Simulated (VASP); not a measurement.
# SiC (Pm-3m) in VASP: further runs

SiC is run at these levels: PBEsol, PBE; tasks: single point.

Everything below comes from runs of VASP 6.6.1. Logs are shortened: lines on timing, memory, paths and dates and some standing lists are left out, and cuts for length are marked.

### Step 1. The cell of the first run

The structure is cubic, space group Pm-3m (No. 221). Conventional cell: a = 2.612 Å, b = 2.612 Å, c = 2.612 Å, α = 90.00°, β = 90.00°, γ = 90.00°. Si (site symmetry m-3m) has 8 C at 2.26 Å and 6 Si at 2.61 Å within 3.0 Å. C (site symmetry m-3m) has 8 Si at 2.26 Å and 6 C at 2.61 Å within 3.0 Å.

### Step 2. Single point, PBEsol

File INCAR:

```
  PREC = Accurate
  ENCUT = 520
  EDIFF = 1E-6
  ISMEAR = 0
  SIGMA = 0.05
  LREAL = F
  LASPH = T
  NELM = 100
  ALGO = Normal
  ISIF = 2
  LWAVE = F
  LCHARG = F
  GGA = PS
  NBANDS = 11
```

File KPOINTS:

```
Automatic mesh
0
Gamma
  6 6 6
```

File POSCAR:

```
SiC
1.0
    2.6121132413      0.0000000000      0.0000000000
    0.0000000000      2.6121132413      0.0000000000
    0.0000000000      0.0000000000      2.6121132413
Si C
1 1
Direct
    0.0000000000      0.0000000000      0.0000000000
    0.5000000000      0.5000000000      0.5000000000
```

Potentials or basis: VASP PAW PBE potentials, release 64 (Si, C).

On the command line:

```console
$ cat potpaw_PBE.64/Si/POTCAR potpaw_PBE.64/C/POTCAR > POTCAR
$ mpirun -np 1 vasp_std > vasp.out
```

OUTCAR:

```text
PREC = Accurate
   ENCUT = 520
   EDIFF = 1E-6
   ISMEAR = 0
   LREAL = F
   LASPH = T
   NELM = 100
   ISIF = 2
   GGA = PS

 ion  position               nearest neighbor table
   1  0.000  0.000  0.000-   2 2.26   2 2.26   2 2.26   2 2.26   2 2.26   2 2.26   2 2.26   2 2.26

   2  0.500  0.500  0.500-   1 2.26   1 2.26   1 2.26   1 2.26   1 2.26   1 2.26   1 2.26   1 2.26

  LATTYP: Found a simple cubic cell.
 ALAT       =     2.6121132413

  Lattice vectors:

 A1 = (   2.6121132413,   0.0000000000,   0.0000000000)
 A2 = (   0.0000000000,   2.6121132413,   0.0000000000)
 A3 = (   0.0000000000,   0.0000000000,   2.6121132413)

Analysis of symmetry for initial positions (statically):
=====================================================================
 Subroutine PRICEL returns:
 Original cell was already a primitive cell.

 Routine SETGRP: Setting up the symmetry group for a
 simple cubic supercell.

 Subroutine GETGRP returns: Found 48 space group operations
 (whereof 48 operations were pure point group operations)
 out of a pool of 48 trial point group operations.

The static configuration has the point symmetry O_h .

Analysis of symmetry for dynamics (positions and initial velocities):
=====================================================================
 Subroutine PRICEL returns:
 Original cell was already a primitive cell.

 Routine SETGRP: Setting up the symmetry group for a
 simple cubic supercell.

 Subroutine GETGRP returns: Found 48 space group operations
 (whereof 48 operations were pure point group operations)
 out of a pool of 48 trial point group operations.

The dynamic configuration has the point symmetry O_h .

 Subroutine INISYM returns: Found 48 space group operations
 (whereof 48 operations are pure point group operations),
 and found     1 'primitive' translations

----------------------------------------------------------------------------------------

                                     Primitive cell

  volume of cell :      17.8228

  direct lattice vectors                    reciprocal lattice vectors
     2.612113241  0.000000000  0.000000000     0.382831795  0.000000000  0.000000000
     0.000000000  2.612113241  0.000000000     0.000000000  0.382831795  0.000000000
     0.000000000  0.000000000  2.612113241     0.000000000  0.000000000  0.382831795

  length of vectors
     2.612113241  2.612113241  2.612113241     0.382831795  0.382831795  0.382831795

[... 81 lines left out ...]
   ISIF   =      2    stress and relaxation
   ISYM   =      2    0-nonsym 1-usesym 2-fastsym
   POTIM  = 0.5000    time-step for ionic-motion
   TEBEG  =    0.0;   TEEND  =   0.0 temperature during run
   PSTRESS=    0.0 pullay stress
   NELECT =       8.0000    total number of electrons
   NUPDOWN=      -1.0000    fix difference up-down
   EMIN   =  10.00;   EMAX   =-10.00  energy-range for DOS
   EFERMI =   0.00;   METHOD = LEGACY
   ISMEAR =     0;   SIGMA  =   0.05  broadening in eV -4-tet -1-fermi 0-gaus
   EFERMI_NEDOS =   21; number of points for ismear=-14 and -15
   IALGO  =     38    algorithm
   IMIX   =      4    mixing-type and parameters
     AMIX     =   0.40;   BMIX     =  1.00
     AMIX_MAG =   1.60;   BMIX_MAG =  1.00
  volume/ion in A,a.u.               =       8.91        60.14
  Fermi-wavevector in a.u.,A,eV,Ry     =   1.253467  2.368709 21.377187  1.571179
  Thomas-Fermi vector in A             =   2.387318
   LORBIT       =      0    0 simple, 1 ext, 2 COOP (PROOUT), +10 PAW based schemes
   GGA     = PS    functional components
   LHFCALC =     F    Hartree Fock is set to
   AEXX    =    0.0000 exact exchange contribution
   IVDW    =     0    specifies the selected vdW correction
   LEPSILON=     F    determine dielectric tensor
   LRPA    =     F    only Hartree local field effects (RPA)
 non-spin polarized calculation
 Gauss-broadening in eV      SIGMA  =   0.05
  energy-cutoff  :      520.00
  volume of cell :       17.82
 maximum number of plane-waves:       500
 NGX is ok and might be reduce to    20
   NGX =  9   NGY =  9   NGZ =  9

 number of electron       7.9999999 magnetization

 Free energy of the ion-electron system (eV)
  ---------------------------------------------------
  ext. energy  EPLUGINS =         0.00000000
  ---------------------------------------------------
  free energy    TOTEN  =       -11.97272558 eV

  energy without entropy =      -11.97094738  energy(sigma->0) =      -11.97183648

 E-fermi :  11.4835     XC(G=0): -12.6170

 val. band max:       11.4385342002   @ k =   0.5000   0.3333   0.1667
 cond. band min:      11.8294365948   @ k =   0.3333   0.0000   0.0000
 fundamental gap:      0.3909023946
 Fermi energy:        11.4834625861

 k-point     1 :       0.0000    0.0000    0.0000
  band No.  band energies     occupation
      1      -6.2846      2.00000
      2      10.4633      2.00000
      3      10.4633      2.00000
      4      10.4633      2.00000
      5      13.5856      0.00000
      6      16.4652      0.00000
      7      16.4652      0.00000
      8      24.8050      0.00000
      9      24.8050      0.00000
     10      24.8050      0.00000
     11      32.0730      0.00000
[... 253 lines left out ...]
 k-point    20 :       0.5000    0.5000    0.5000
  band No.  band energies     occupation
      1       4.7124      2.00000
      2       7.0122      2.00000
      3       7.0122      2.00000
      4       7.0122      2.00000
      5       9.9894      2.00000
      6       9.9894      2.00000
      7       9.9894      2.00000
      8      12.6653      0.00000
      9      31.6107      0.00000
     10      31.6107      0.00000
     11      31.6107      0.00000

------------------------ aborting loop because EDIFF is reached ----------------------------------------

  FORCE on cell =-STRESS in cart. coord.  units (eV):
  Direction    XX          YY          ZZ          XY          YZ          ZX
  --------------------------------------------------------------------------------------
  -------------------------------------------------------------------------------------
  Total        0.1840523      0.1840523      0.1840523      0.0000000      0.0000000      0.0000000
  in kB       16.5453457     16.5453457     16.5453457      0.0000000      0.0000000      0.0000000
  external PRESSURE =      16.5453457 kB  Pullay stress =       0.0000000 kB

 VOLUME and BASIS-vectors are now :
 -----------------------------------------------------------------------------
  energy-cutoff  :      520.00
  volume of cell :       17.82
      direct lattice vectors                 reciprocal lattice vectors
     2.612113241  0.000000000  0.000000000     0.382831795  0.000000000  0.000000000
     0.000000000  2.612113241  0.000000000     0.000000000  0.382831795  0.000000000
     0.000000000  0.000000000  2.612113241     0.000000000  0.000000000  0.382831795

 POSITION                                       TOTAL-FORCE (eV/Angst)
 -----------------------------------------------------------------------------------
      0.00000      0.00000      0.00000         0.000000      0.000000      0.000000
      1.30606      1.30606      1.30606         0.000000      0.000000      0.000000
 -----------------------------------------------------------------------------------
    total drift:                                0.000000      0.000000      0.000000

  FREE ENERGIE OF THE ION-ELECTRON SYSTEM (eV)
  ---------------------------------------------------
  free  energy   TOTEN  =       -11.9727255760 eV

  energy  without entropy=      -11.9709473792  energy(sigma->0) =      -11.97183648
```

stdout:

```text
POSCAR found type information on POSCAR SiC
 POSCAR found :  2 types and       2 ions
 scaLAPACK will be used
 -----------------------------------------------------------------------------
|                                                                             |
|                                                                             |
|     You enforced a specific xc type in the INCAR file but a different       |
|     I HOPE YOU KNOW WHAT YOU ARE DOING!                                     |
|                                                                             |
 -----------------------------------------------------------------------------

 LDA part: xc-table for (Slater+PW92), standard interpolation
 POSCAR, INCAR and KPOINTS ok, starting setup
 FFT: planning ... GRIDC
 FFT: planning ... GRID_SOFT
 FFT: planning ... GRID
 WAVECAR not read
 entering main loop
```

Wall time 3.1 s (1 thread of Intel Xeon 8259CL, shared host); peak memory 0.12 GiB.

Results:

```yaml
Free_energy: -11.9727 eV
Pressure: 1.7 GPa
Band_gap_on_the_k_mesh: zero (band 4 reaches 12.84 eV, above the bottom of band 5 at 9.11 eV)
```

Caveat: the k points lie up to 0.40 Å⁻¹ apart; the PAW data sets were made with another functional, which shifts forces and pressure a little.

### Step 3. Single point, PBEsol

This run uses another cell than the first one, of 8.97 Å³/atom, 1.007 times its volume.

File INCAR:

```
  ALGO = Normal
  EDIFF = 1E-7
  ENCUT = 520
  GGA = PS
  ISIF = 2
  ISMEAR = 0
  LASPH = True
  LCHARG = True
  LELF = True
  LREAL = False
  LVHAR = True
  LWAVE = False
  NBANDS = 11
  NELM = 100
  PREC = Accurate
  SIGMA = 0.05
```

File KPOINTS:

```
k-points
0
Gamma
  6 6 6
```

File POSCAR:

```
SiC
1.0
    2.6182809791      0.0000000000      0.0000000000
    0.0000000000      2.6182809791      0.0000000000
    0.0000000000      0.0000000000      2.6182809791
Si C
1 1
Direct
    0.0000000000      0.0000000000      0.0000000000
    0.5000000000      0.5000000000      0.5000000000
```

Potentials or basis: VASP PAW PBE potentials, release 64 (Si, C).

On the command line:

```console
$ cat potpaw_PBE.64/Si/POTCAR potpaw_PBE.64/C/POTCAR > POTCAR
$ mpirun -np 1 vasp_std > vasp.out
```

It took 3.8 s on 1 thread of Intel Xeon 8259CL, shared host; peak memory 0.12 GiB.

It converged, with:

```
Free energy            : -11.9735 eV
Pressure               : 0.2 GPa
Band gap on the k mesh : zero (band 4 reaches 12.74 eV, above the bottom of band 5 at 9.02 eV)
```

Levels at points of the mesh, in eV from the Fermi level:
```csv
k point,band 2,band 3,band 4,band 5,band 6,band 7
"(0.00, 0.00, 0.00)",-1.01,-1.01,-1.01,2.01,5.00,5.00
"(0.50, 0.00, 0.00)",-11.99,1.03,1.03,5.44,6.78,7.84
"(0.50, 0.50, 0.00)",-8.03,-8.03,-5.36,2.61,9.11,9.11
"(0.50, 0.50, 0.50)",-4.43,-4.43,-4.43,-1.48,-1.48,-1.48
```

Caveat: the k points lie up to 0.40 Å⁻¹ apart; the PAW data sets were made with another functional, which shifts forces and pressure a little.

### Step 4. Single point, PBEsol (volume scaled by 0.974 of the coarse rest volume)

File INCAR:

```
  PREC = Accurate
  ENCUT = 520
  EDIFF = 1E-6
  ISMEAR = -1
  SIGMA = 0.15
  LREAL = False
  LASPH = True
  NELM = 60
  ALGO = Normal
  ISIF = 2
  LWAVE = False
  LCHARG = True
  GGA = PS
  LELF = True
  LVHAR = True
  NBANDS = 11
```

File KPOINTS:

```
regular mesh
0
Gamma
  16 16 16
```

File POSCAR:

```
SiC
1.0
    2.5954000000      0.0000000000      0.0000000000
    0.0000000000      2.5954000000      0.0000000000
    0.0000000000      0.0000000000      2.5954000000
Si C
1 1
Direct
    0.0000000000      0.0000000000      0.0000000000
    0.5000000000      0.5000000000      0.5000000000
```

On the command line:

```console
$ cat potpaw_PBE.64/Si/POTCAR potpaw_PBE.64/C/POTCAR > POTCAR
$ mpirun -np 1 vasp_std > vasp.out
```

It took 19 s on 1 thread of Intel Xeon 8259CL, shared host; peak memory 0.14 GiB.

The run converged. Its results:

- Free energy: -11.9499 eV
- Pressure: 6.1 GPa
- Band gap on the k mesh: zero (band 4 reaches 13.23 eV, above the bottom of band 5 at 9.08 eV)

Levels at points of the mesh, in eV from the Fermi level:
| k point | band 1 | band 2 | band 3 | band 4 | band 5 | band 6 | band 7 | band 8 |
| --- | --- | --- | --- | --- | --- | --- | --- | --- |
| (0.00, 0.00, 0.00) | -18.14 | -1.19 | -1.19 | -1.19 | 2.19 | 4.78 | 4.78 | 13.45 |
| (0.50, 0.00, 0.00) | -13.87 | -12.36 | 0.88 | 0.88 | 5.55 | 6.91 | 7.87 | 7.87 |
| (0.50, 0.50, 0.00) | -10.10 | -8.38 | -8.38 | -5.53 | 2.53 | 9.19 | 9.19 | 11.61 |
| (0.50, 0.50, 0.50) | -6.88 | -4.74 | -4.74 | -4.74 | -1.69 | -1.69 | -1.69 | 1.22 |

Caveat: the cell differs from its parent crystal (volume scaled by 0.974 of the coarse rest volume); the PAW data sets were made with another functional, which shifts forces and pressure a little.

### Step 5. Single point, PBE

This run uses another cell than the first one, of 8.74 Å³/atom, 0.981 times its volume.

File INCAR:

```
SYSTEM = SiC
PREC = Accurate ; ENCUT = 520
EDIFF = 1E-6 ; ISMEAR = -1
SIGMA = 0.15 ; LREAL = .False.
LASPH = .True. ; NELM = 60
ALGO = Normal ; ISIF = 2
LWAVE = .False. ; LCHARG = .False.
GGA = PE ; NBANDS = 11
```

File KPOINTS:

```
Automatic mesh
0
Gamma
  16 16 16
  0 0 0
```

POSCAR is that of step 4.

On the command line:

```console
$ cat potpaw_PBE.64/Si/POTCAR potpaw_PBE.64/C/POTCAR > POTCAR
$ mpirun -np 1 vasp_std > vasp.out
```

Run time: 21 s. Hardware: 1 thread of Intel Xeon 8259CL, shared host; peak memory 0.14 GiB.

Results (log left out):

```
Free energy            : -10.9085 eV
Pressure               : 10.3 GPa
Band gap on the k mesh : zero (band 4 reaches 13.27 eV, above the bottom of band 5 at 9.15 eV)
```

Levels at points of the mesh, in eV from the Fermi level:
| k point | band 1 | band 2 | band 3 | band 4 | band 5 | band 6 | band 7 | band 8 |
| --- | --- | --- | --- | --- | --- | --- | --- | --- |
| (0.00, 0.00, 0.00) | -18.14 | -1.19 | -1.19 | -1.19 | 2.12 | 4.84 | 4.84 | 13.45 |
| (0.50, 0.00, 0.00) | -13.89 | -12.34 | 0.87 | 0.87 | 5.51 | 6.89 | 7.89 | 7.89 |
| (0.50, 0.50, 0.00) | -10.14 | -8.36 | -8.36 | -5.53 | 2.50 | 9.19 | 9.19 | 11.63 |
| (0.50, 0.50, 0.50) | -6.97 | -4.71 | -4.71 | -4.71 | -1.67 | -1.67 | -1.67 | 1.21 |

### Step 6. Single point, PBEsol (volume scaled by 1.024 of the coarse rest volume)

File INCAR:

```
PREC = Accurate ; ENCUT = 520
EDIFF = 1E-7 ; ISMEAR = -1
SIGMA = 0.15 ; LREAL = F
LASPH = T ; NELM = 100
ALGO = Normal ; ISIF = 2
LWAVE = F ; LCHARG = T
GGA = PS ; LELF = T
LVHAR = T ; NBANDS = 11
```

File KPOINTS:

```
Automatic mesh
0
Gamma
  16 16 16
```

File POSCAR:

```
SiC
1.0
    2.6391000000      0.0000000000      0.0000000000
    0.0000000000      2.6391000000      0.0000000000
    0.0000000000      0.0000000000      2.6391000000
Si C
1 1
Direct
    0.0000000000      0.0000000000      0.0000000000
    0.5000000000      0.5000000000      0.5000000000
```

Potentials or basis: VASP PAW PBE potentials, release 64 (Si, C).

On the command line:

```console
$ cat potpaw_PBE.64/Si/POTCAR potpaw_PBE.64/C/POTCAR > POTCAR
$ mpirun -np 1 vasp_std > vasp.out
```

Run time: 28 s. Hardware: 1 thread of Intel Xeon 8259CL, shared host; peak memory 0.14 GiB.

Results (log left out):

```yaml
Free_energy: -11.9568 eV
Pressure: -3.3 GPa
Band_gap_on_the_k_mesh: zero (band 4 reaches 12.48 eV, above the bottom of band 5 at 8.35 eV)
```

Levels at points of the mesh, in eV from the Fermi level:
```csv
k point,band 1,band 2,band 3,band 4,band 5,band 6,band 7,band 8,band 9
"(0.00, 0.00, 0.00)",-17.56,-1.12,-1.12,-1.12,1.59,4.90,4.90,12.75,12.75
"(0.50, 0.00, 0.00)",-13.45,-11.94,0.90,0.90,5.07,6.39,7.53,7.53,8.28
"(0.50, 0.50, 0.00)",-9.90,-8.00,-8.00,-5.50,2.43,8.77,8.77,11.00,13.03
"(0.50, 0.50, 0.50)",-6.95,-4.43,-4.43,-4.43,-1.59,-1.59,-1.59,0.72,19.54
```

Caveat: the cell differs from its parent crystal (volume scaled by 1.024 of the coarse rest volume); the PAW data sets were made with another functional, which shifts forces and pressure a little.

### Step 7. The runs side by side

| level | cell | k mesh | smearing | gap on the mesh (eV) | pressure (GPa) |
| --- | --- | --- | --- | --- | --- |
| PBEsol | a = 2.612 Å, 2 atoms | 6 × 6 × 6 | gaussian 0.05 eV | none | 1.7 |
| PBEsol | a = 2.618 Å, 2 atoms | 6 × 6 × 6 | gaussian 0.05 eV | none | 0.2 |
| PBEsol | a = 2.595 Å, 2 atoms | 16 × 16 × 16 | fermi-dirac 0.15 eV | none | 6.1 |
| PBE | a = 2.595 Å, 2 atoms | 16 × 16 × 16 | fermi-dirac 0.15 eV | none | 10.3 |
| PBEsol | a = 2.639 Å, 2 atoms | 16 × 16 × 16 | fermi-dirac 0.15 eV | none | -3.3 |

Alike in all rows: task single point; potentials or basis VASP PAW PBE potentials, release 64 (Si, C); no spin polarisation; cutoff (eV) 520.

Caveats: some runs use coarse meshes; the PAW data sets were made with another functional, which shifts forces and pressure a little (some runs).

Absolute energies hang on the potentials; compare differences alone.
